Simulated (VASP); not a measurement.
# Sb2TeCl6 in VASP: a series of runs

Sb2TeCl6 is run at these levels: PBEsol; tasks: single point, relaxation of cell and atoms.

All numbers are computed with VASP 6.6.1; they aren't measurements. Logs are shortened: lines on timing, memory, paths and dates and some standing lists are left out, and cuts for length are marked.

### 1 The cell of the first run

The typed cell holds 9 atoms: a = 6.206 Å, b = 6.206 Å, c = 6.206 Å, α = 60.00°, β = 60.00°, γ = 90.00°.

### 2 Single point, PBEsol

INCAR reads:

```
ALGO = Normal
EDIFF = 1E-7
ENCUT = 520
GGA = PS
ISIF = 2
ISMEAR = 1
LASPH = True
LCHARG = False
LREAL = False
LWAVE = False
NBANDS = 39
NELM = 80
PREC = Accurate
SIGMA = 0.1369
```

KPOINTS reads:

```
k-points
0
Gamma
  5 5 5
```

POSCAR reads:

```
Sb2TeCl6
1.0
    0.0000000000      6.2056343856      0.0000000000
    6.2056343856      0.0000000000      0.0000000000
    3.1028171928      3.1028171928     -4.3886085376
Te Sb Cl
1 2 6
Direct
    0.0000000000      0.0000000000      0.0000000000
    0.2500000000      0.7500000000      0.5000000000
    0.7500000000      0.2500000000      0.5000000000
    0.2725090136      0.2725090136      0.4549819728
    0.7274909864      0.7274909864      0.5450180272
    0.2725305086      0.2725305086      0.0000000000
    0.2725305086      0.7274694914      0.0000000000
    0.7274694914      0.7274694914      0.0000000000
    0.7274694914      0.2725305086      0.0000000000
```

Potentials or basis: VASP PAW PBE potentials, release 64 (Te, Sb, Cl).

Run with:

```bash
$ cat potpaw_PBE.64/Te/POTCAR potpaw_PBE.64/Sb/POTCAR potpaw_PBE.64/Cl/POTCAR > POTCAR
$ mpirun -np 1 vasp_std > vasp.out
```

OUTCAR:

```text
EDIFF = 1E-7
   ENCUT = 520
   GGA = PS
   ISIF = 2
   ISMEAR = 1
   LASPH = True
   LREAL = False
   NELM = 80
   PREC = Accurate

 ion  position               nearest neighbor table
   1  0.000  0.000  0.000-   6 2.39   7 2.39   8 2.39   9 2.39   5 2.39   4 2.39
   2  0.250  0.750  0.500-   4 3.11   4 3.11   5 3.11   5 3.11   6 3.11   8 3.11   7 3.11   7 3.11
                             8 3.11   9 3.11   6 3.11   9 3.11
   3  0.750  0.250  0.500-   4 3.11   4 3.11   5 3.11   5 3.11   6 3.11   8 3.11   9 3.11   8 3.11
                             9 3.11   7 3.11   7 3.11   6 3.11
   4  0.273  0.273  0.455-   1 2.39   2 3.11   3 3.11   2 3.11   3 3.11
   5  0.727  0.727  0.545-   1 2.39   3 3.11   2 3.11   3 3.11   2 3.11
   6  0.273  0.273  0.000-   1 2.39   2 3.11   3 3.11   2 3.11   3 3.11
   7  0.273  0.727  0.000-   1 2.39   3 3.11   2 3.11   2 3.11   3 3.11
   8  0.727  0.727  0.000-   1 2.39   3 3.11   2 3.11   2 3.11   3 3.11
   9  0.727  0.273  0.000-   1 2.39   2 3.11   3 3.11   3 3.11   2 3.11

  LATTYP: Found a body centered tetragonal cell.
 ALAT       =     6.2056343856
 C/A-ratio  =     1.4143948112

  Lattice vectors:

 A1 = (  -3.1028171928,   3.1028171928,   4.3886085376)
 A2 = (   3.1028171928,  -3.1028171928,   4.3886085376)
 A3 = (   3.1028171928,   3.1028171928,  -4.3886085376)

Analysis of symmetry for initial positions (statically):
=====================================================================
 Subroutine PRICEL returns:
 Original cell was already a primitive cell.

 Routine SETGRP: Setting up the symmetry group for a
 body centered tetragonal supercell.

 Subroutine GETGRP returns: Found 16 space group operations
 (whereof 16 operations were pure point group operations)
 out of a pool of 16 trial point group operations.

The static configuration has the point symmetry D_4h.

Analysis of symmetry for dynamics (positions and initial velocities):
=====================================================================
 Subroutine PRICEL returns:
 Original cell was already a primitive cell.

 Routine SETGRP: Setting up the symmetry group for a
 body centered tetragonal supercell.

 Subroutine GETGRP returns: Found 16 space group operations
 (whereof 16 operations were pure point group operations)
 out of a pool of 16 trial point group operations.

The dynamic configuration has the point symmetry D_4h.

 Subroutine INISYM returns: Found 16 space group operations
 (whereof 16 operations are pure point group operations),
 and found     1 'primitive' translations

----------------------------------------------------------------------------------------

                                     Primitive cell

  volume of cell :     169.0049

  direct lattice vectors                    reciprocal lattice vectors
     0.000000000  6.205634386  0.000000000     0.000000000  0.161143880  0.113931328
     6.205634386  0.000000000  0.000000000     0.161143880  0.000000000  0.113931328
     3.102817193  3.102817193 -4.388608538     0.000000000  0.000000000 -0.227862657

  length of vectors
     6.205634386  6.205634386  6.206032062     0.197351710  0.197351710  0.227862657

  position of ions in fractional coordinates (direct lattice)
     0.000000000  0.000000000  0.000000000
     0.250000000  0.750000000  0.500000000
     0.750000000  0.250000000  0.500000000
     0.272509014  0.272509014  0.454981973
     0.727490986  0.727490986  0.545018027
     0.272530509  0.272530509  0.000000000
     0.272530509  0.727469491  0.000000000
     0.727469491  0.727469491  0.000000000
     0.727469491  0.272530509  0.000000000

  ion indices of the primitive-cell ions
   primitive index   ion index
                 1           1
                 2           2
                 3           3
                 4           4
                 5           5
                 6           6
                 7           7
                 8           8
                 9           9

----------------------------------------------------------------------------------------

 KPOINTS: k-points

Automatic generation of k-mesh.
 Grid dimensions read from file:
 generate k-points for:    5    5    5

 Generating k-lattice:

  Cartesian coordinates                     Fractional coordinates (reciprocal lattice)
     0.000000000  0.032228776  0.022786266     0.200000000  0.000000000  0.000000000
     0.032228776  0.000000000  0.022786266     0.000000000  0.200000000  0.000000000
     0.000000000  0.000000000 -0.045572531     0.000000000  0.000000000  0.200000000

  Length of vectors
     0.039470342  0.039470342  0.045572531

  Shift w.r.t. Gamma in fractional coordinates (k-lattice)
     0.000000000  0.000000000  0.000000000

 Subroutine IBZKPT returns following result:
 ===========================================

 Found     18 irreducible k-points:

 Following reciprocal coordinates:
            Coordinates               Weight
  0.000000  0.000000  0.000000      1.000000
  0.200000  0.000000  0.000000      8.000000
  0.400000  0.000000  0.000000      8.000000
  0.200000  0.200000  0.000000      8.000000
  0.400000  0.200000  0.000000     16.000000
 -0.400000  0.200000  0.000000     16.000000
[... 10 lines left out ...]
  0.000000  0.000000  0.400000      2.000000
 -0.200000  0.000000  0.400000      4.000000
   k-points           NKPTS =     18   k-points in BZ     NKDIM =     18   number of bands    NBANDS=     39
   number of dos      NEDOS =    301   number of ions     NIONS =      9
   total plane-waves  NPLWV = 110592
   dimension x,y,z NGX =    48 NGY =   48 NGZ =   48
   dimension x,y,z NGXF=    96 NGYF=   96 NGZF=   96
   ions per type =               1   2   6
   NGX,Y,Z   is equivalent  to a cutoff of  12.86, 12.86, 12.86 a.u.
   NGXF,Y,Z  is equivalent  to a cutoff of  25.72, 25.72, 25.72 a.u.
 SYSTEM =  unknown system
   PREC   = accura    normal or accurate (medium, high low for compatibility)
   ISTART =      0    job   : 0-new  1-cont  2-samecut
   ICHARG =      2    charge: 1-file 2-atom 10-const
   ISPIN  =      1    spin polarized calculation?
   LNONCOLLINEAR =      F non collinear calculations
   LSORBIT =      F    spin-orbit coupling
   LASPH  =      T    aspherical Exc in radial PAW
   ENCUT  =  520.0 eV  38.22 Ry    6.18 a.u.  11.54 11.54 11.54*2*pi/ulx,y,z
   NELM   =     80;   NELMIN=  2; NELMDL= -5     # of ELM steps
   EDIFF  = 0.1E-06   stopping-criterion for ELM
   LREAL  =      F    real-space projection
   EDIFFG = 0.1E-05   stopping-criterion for IOM
   NSW    =      0    number of steps for IOM
   IBRION =     -1    ionic relax: 0-MD 1-quasi-New 2-CG
   NFREE  =      0    steps in history (QN), initial steepest desc. (CG)
   ISIF   =      2    stress and relaxation
   ISYM   =      2    0-nonsym 1-usesym 2-fastsym
   POTIM  = 0.5000    time-step for ionic-motion
   TEBEG  =    0.0;   TEEND  =   0.0 temperature during run
   PSTRESS=    0.0 pullay stress
   NELECT =      58.0000    total number of electrons
   NUPDOWN=      -1.0000    fix difference up-down
   EMIN   =  10.00;   EMAX   =-10.00  energy-range for DOS
   EFERMI =   0.00;   METHOD = LEGACY
   ISMEAR =     1;   SIGMA  =   0.14  broadening in eV -4-tet -1-fermi 0-gaus
   EFERMI_NEDOS =   21; number of points for ismear=-14 and -15
   IALGO  =     38    algorithm
   IMIX   =      4    mixing-type and parameters
     AMIX     =   0.40;   BMIX     =  1.00
     AMIX_MAG =   1.60;   BMIX_MAG =  1.00
  volume/ion in A,a.u.               =      18.78       126.72
  Fermi-wavevector in a.u.,A,eV,Ry     =   1.146175  2.165957 17.874220  1.313718
  Thomas-Fermi vector in A             =   2.282861
   LORBIT       =      0    0 simple, 1 ext, 2 COOP (PROOUT), +10 PAW based schemes
   GGA     = PS    functional components
   LHFCALC =     F    Hartree Fock is set to
   AEXX    =    0.0000 exact exchange contribution
   IVDW    =     0    specifies the selected vdW correction
   LEPSILON=     F    determine dielectric tensor
   LRPA    =     F    only Hartree local field effects (RPA)
 non-spin polarized calculation
 Methfessel and Paxton  Order N= 1 SIGMA  =   0.14
  energy-cutoff  :      520.00
  volume of cell :      169.00
 maximum number of plane-waves:      4576
 NGX is ok and might be reduce to    48
   NGX = 23   NGY = 23   NGZ = 23

 number of electron      58.0000004 magnetization

 Free energy of the ion-electron system (eV)
  ---------------------------------------------------
  ext. energy  EPLUGINS =         0.00000000
  ---------------------------------------------------
  free energy    TOTEN  =       -22.22416759 eV

  energy without entropy =      -22.22510330  energy(sigma->0) =      -22.22447949

 E-fermi :   9.1268     XC(G=0): -10.9020

 val. band max:        9.0664033854   @ k =  -0.2000   0.0000   0.4000
 cond. band min:       9.1270286771   @ k =   0.4000   0.0000   0.0000
 fundamental gap:      0.0606252917
 Fermi energy:         9.1268050903

 k-point     1 :       0.0000    0.0000    0.0000
  band No.  band energies     occupation
      1     -10.7315      2.00000
      2      -8.4671      2.00000
      3      -8.4669      2.00000
      4      -8.4669      2.00000
      5      -7.5106      2.00000
      6      -7.5099      2.00000
[... 31 lines left out ...]
     38      12.5661      0.00000
     39      13.0225      0.00000

 k-point     2 :       0.2000    0.0000    0.0000
  band No.  band energies     occupation
      1     -10.5940      2.00000
      2      -8.8006      2.00000
      3      -8.3975      2.00000
      4      -8.3973      2.00000
      5      -7.6312      2.00000
      6      -7.6306      2.00000
[... 661 lines left out ...]
     38      15.0027      0.00000
     39      15.2236      0.00000

 k-point    18 :      -0.2000    0.0000    0.4000
  band No.  band energies     occupation
      1      -9.9732      2.00000
      2      -9.2514      2.00000
      3      -8.6743      2.00000
      4      -8.4812      2.00000
      5      -8.2549      2.00000
      6      -7.5901      2.00000
[... 31 lines left out ...]
     38      15.3483      0.00000
     39      15.5897      0.00000

------------------------ aborting loop because EDIFF is reached ----------------------------------------

  FORCE on cell =-STRESS in cart. coord.  units (eV):
  Direction    XX          YY          ZZ          XY          YZ          ZX
  --------------------------------------------------------------------------------------
  -------------------------------------------------------------------------------------
  Total       21.0055386     21.0055386     20.9961525      0.0000000     -0.0000000      0.0000000
  in kB      199.1338963    199.1338963    199.0449151      0.0000000     -0.0000000      0.0000000
  external PRESSURE =     199.1042359 kB  Pullay stress =       0.0000000 kB

 VOLUME and BASIS-vectors are now :
 -----------------------------------------------------------------------------
  energy-cutoff  :      520.00
  volume of cell :      169.00
      direct lattice vectors                 reciprocal lattice vectors
     0.000000000  6.205634386  0.000000000     0.000000000  0.161143880  0.113931328
     6.205634386  0.000000000  0.000000000     0.161143880  0.000000000  0.113931328
     3.102817193  3.102817193 -4.388608538     0.000000000  0.000000000 -0.227862657

 POSITION                                       TOTAL-FORCE (eV/Angst)
 -----------------------------------------------------------------------------------
      0.00000      0.00000      0.00000         0.000000      0.000000     -0.000000
      6.20563      3.10282     -2.19430         0.000000      0.000000     -0.000000
      3.10282      6.20563     -2.19430         0.000000      0.000000     -0.000000
      3.10282      3.10282     -1.99674        -0.000000     -0.000000     -0.010431
      6.20563      6.20563     -2.39187         0.000000      0.000000      0.010431
      1.69122      1.69122      0.00000        -0.007280     -0.007280      0.000000
      4.51441      1.69122      0.00000         0.007280     -0.007280     -0.000000
      4.51441      4.51441      0.00000         0.007280      0.007280     -0.000000
      1.69122      4.51441      0.00000        -0.007280      0.007280      0.000000
 -----------------------------------------------------------------------------------
    total drift:                                0.000000      0.000000     -0.000000

  FREE ENERGIE OF THE ION-ELECTRON SYSTEM (eV)
  ---------------------------------------------------
  free  energy   TOTEN  =       -22.2241675911 eV

  energy  without entropy=      -22.2251032950  energy(sigma->0) =      -22.22447949
```

Run time: 3.6 min. Hardware: 1 thread of Oxide Virtual Turin-like, shared host; peak memory 0.34 GiB.

Results:

- Free energy: -22.2242 eV
- Pressure: 19.9 GPa
- Largest force: 0.010 eV/Å
- Band gap on the k mesh: zero (bands 29 and 30 overlap by 0.85 eV)

Forces on the atoms (eV/Å):
```
Te   0.000  0.000  0.000
Sb   0.000  0.000  0.000
Sb   0.000  0.000  0.000
Cl   0.000  0.000 -0.010
Cl   0.000  0.000  0.010
Cl  -0.007 -0.007  0.000
Cl   0.007 -0.007  0.000
Cl   0.007  0.007  0.000
Cl  -0.007  0.007  0.000
```

Levels at points of the mesh, in eV from the Fermi level:
```csv
k point,band 25,band 26,band 27,band 28,band 29,band 30,band 31,band 32,band 33,band 34
"(0.00, 0.00, 0.00)",-3.12,-3.12,-3.12,0.64,0.64,0.64,1.54,1.54,1.54,1.74
```

Caveat: the cell stands under pressure; the PAW data sets were made with another functional, which shifts forces and pressure a little; spin-orbit coupling is left out, which moves the levels of the heavy elements.

### 3 Relaxation of cell and atoms, PBEsol, target pressure 20 GPa, at which the enthalpy is minimised

This run uses another cell than the first one, of 27.63 Å³/atom.

INCAR reads:

```
PREC = Accurate
ENCUT = 600
EDIFF = 1E-6
ISMEAR = 1
SIGMA = 0.1369
LREAL = F
LASPH = T
NELM = 80
ALGO = Normal
ISIF = 3
LWAVE = F
LCHARG = F
GGA = PS
IBRION = 2
NSW = 60
EDIFFG = -0.03
PSTRESS = 200.0
```

KPOINTS reads:

```
Automatic mesh
0
Gamma
  5 5 5
```

POSCAR reads:

```
Sb2TeCl6
1.0
    0.0000000000      7.0580640000      0.0000000000
    7.0580640000      0.0000000000      0.0000000000
    3.5290320000      3.5290320000     -4.9908480000
Te Sb Cl
1 2 6
Direct
    0.0000000000      0.0000000000      0.0000000000
    0.2500000000      0.7500000000      0.5000000000
    0.7500000000      0.2500000000      0.5000000000
    0.2500000000      0.2500000000      0.5000000000
    0.7500000000      0.7500000000      0.5000000000
    0.2510000000      0.2510000000      0.0000000000
    0.2510000000      0.7490000000      0.0000000000
    0.7490000000      0.7490000000      0.0000000000
    0.7490000000      0.2510000000      0.0000000000
```

Potentials or basis: VASP PAW PBE potentials, release 64 (Te, Sb, Cl).

Run with:

```bash
$ cat potpaw_PBE.64/Te/POTCAR potpaw_PBE.64/Sb/POTCAR potpaw_PBE.64/Cl/POTCAR > POTCAR
$ mpirun -np 1 vasp_std > vasp.out
```

OUTCAR:

```text
PREC = Accurate
   ENCUT = 600
   EDIFF = 1E-6
   ISMEAR = 1
   LREAL = F
   LASPH = T
   NELM = 80
   ISIF = 3
   GGA = PS
   IBRION = 2
   NSW = 60
   EDIFFG = -0.03
   PSTRESS = 200.0

 ion  position               nearest neighbor table
   1  0.000  0.000  0.000-   5 2.50   4 2.50   7 2.51   8 2.51   9 2.51   6 2.51
   2  0.250  0.750  0.500-
   3  0.750  0.250  0.500-
   4  0.250  0.250  0.500-   1 2.50
   5  0.750  0.750  0.500-   1 2.50
   6  0.251  0.251  0.000-   1 2.51
   7  0.251  0.749  0.000-   1 2.51
   8  0.749  0.749  0.000-   1 2.51
   9  0.749  0.251  0.000-   1 2.51

  LATTYP: Found a face centered cubic cell.
 ALAT       =     9.9816529165

  Lattice vectors:

 A1 = (   3.5290320000,   3.5290320000,  -4.9908480000)
[... 183 lines left out ...]
  free energy    TOTEN  =       -24.59855620 eV

  energy without entropy =      -24.59758392  energy(sigma->0) =      -24.59823211

 E-fermi :   4.0499     XC(G=0):  -9.0187

 val. band max:        4.0494225961   @ k =  -0.2000   0.0000   0.4000
 cond. band min:       4.0537049638   @ k =   0.4000   0.4000   0.0000
 fundamental gap:      0.0042823678
 Fermi energy:         4.0499323469
[... 1467 lines left out ...]
  energy  without entropy=      -22.0983863137  energy(sigma->0) =      -22.09794917

  enthalpy is  TOTEN    =         1.1496563373 eV   P V=       23.2473869336

[... ionic steps 4 to 8 ...]

--------------------------------------- Ionic step        9  -------------------------------------------

 number of electron      57.9999995 magnetization

------------------------ aborting loop because EDIFF is reached ----------------------------------------
[... 85 lines left out ...]
--------------------------------------- Ionic step       11  -------------------------------------------

 number of electron      57.9999995 magnetization

 Free energy of the ion-electron system (eV)
  ---------------------------------------------------
  ext. energy  EPLUGINS =         0.00000000
  ---------------------------------------------------
  free energy    TOTEN  =       -22.21533468 eV

  energy without entropy =      -22.21640088  energy(sigma->0) =      -22.21569008

 E-fermi :   9.1392     XC(G=0): -10.9055

 val. band max:        9.0797712039   @ k =  -0.2000   0.0000   0.4000
 cond. band min:       9.1416364156   @ k =   0.4000   0.0000   0.0000
 fundamental gap:      0.0618652117
 Fermi energy:         9.1391994356
[... 704 lines left out ...]
  energy  without entropy=      -22.2164008764  energy(sigma->0) =      -22.21569008

  enthalpy is  TOTEN    =        -1.1344176873 eV   P V=       21.0809169934

 reached required accuracy - stopping structural energy minimisation
```

Wall time 38 min (1 thread of Oxide Virtual Turin-like, shared host); peak memory 0.54 GiB.

Results:

- Free energy: -22.2153 eV
- Relaxed volume: 18.76 Å³/atom
- Relaxed cell: a = 6.202 Å, b = 6.202 Å, c = 6.206 Å, α = 60.02°, β = 60.02°, γ = 90.00°
- Space group after relaxing (to 0.1 Å): Fm-3m (No. 225)
- Energy change on relaxing (the run minimises the enthalpy): +264.8 meV/atom
- Ionic steps: 11
- Pressure after relaxing: 20.1 GPa
- Largest force after relaxing: 0.017 eV/Å
- Band gap on the k mesh: zero (bands 29 and 30 overlap by 0.86 eV)

Forces in eV/Å, atoms in the order of the input:
```
Te   0.000  0.000  0.000
Sb   0.000  0.000  0.000
Sb   0.000  0.000  0.000
Cl   0.000  0.000  0.017
Cl   0.000  0.000 -0.017
Cl  -0.004 -0.004  0.000
Cl   0.004 -0.004  0.000
Cl   0.004  0.004  0.000
Cl  -0.004  0.004  0.000
```

The path:
| step | energy change (eV) | largest force (eV/Å) | pressure (GPa) | volume (Å³) |
| --- | --- | --- | --- | --- |
| 1 | 0.0000 | 0.4977 | -1.31 | 248.63 |
| 2 | 14.1910 | 8.7394 | 72.96 | 138.45 |
| 3 | 2.5008 | 3.8861 | 19.04 | 186.23 |
| 4 | 2.7761 | 4.0571 | 20.45 | 183.91 |
| 5 | 3.0548 | 0.4416 | 24.35 | 164.11 |
| 6 | 3.0300 | 0.4816 | 24.29 | 164.30 |
| 7 | 1.6232 | 0.2823 | 15.10 | 175.84 |
| 8 | 2.3188 | 0.1057 | 19.84 | 169.41 |
| 9 | 2.3317 | 0.1130 | 19.91 | 169.30 |
| 10 | 2.3713 | 0.0361 | 20.02 | 168.97 |
| 11 | 2.3832 | 0.0167 | 20.06 | 168.88 |

Final structure:
```
Te Sb Cl
1.0
     0.00000    6.20166    0.00000
     6.20166    0.00000    0.00000
     3.10083    3.10083   -4.39091
Te Sb Cl
1 2 6
Direct
  0.00000 0.00000 0.00000
  0.25000 0.75000 0.50000
  0.75000 0.25000 0.50000
  0.27221 0.27221 0.45557
  0.72779 0.72779 0.54443
  0.27261 0.27261 0.00000
  0.27261 0.72739 0.00000
  0.72739 0.72739 0.00000
  0.72739 0.27261 0.00000
```

Levels at points of the mesh, in eV from the Fermi level:
```tsv
k point	band 27	band 28	band 29	band 30	band 31	band 32
(0.00, 0.00, 0.00)	-3.12	0.63	0.64	0.64	1.54	1.54
```

Caveat: the cell is relaxed towards a set pressure, so the run minimises the enthalpy, not the energy; the volume moved by over 15 % at a fixed basis, so the end points are rough; the PAW data sets were made with another functional, which shifts forces and pressure a little; spin-orbit coupling is left out, which moves the levels of the heavy elements.
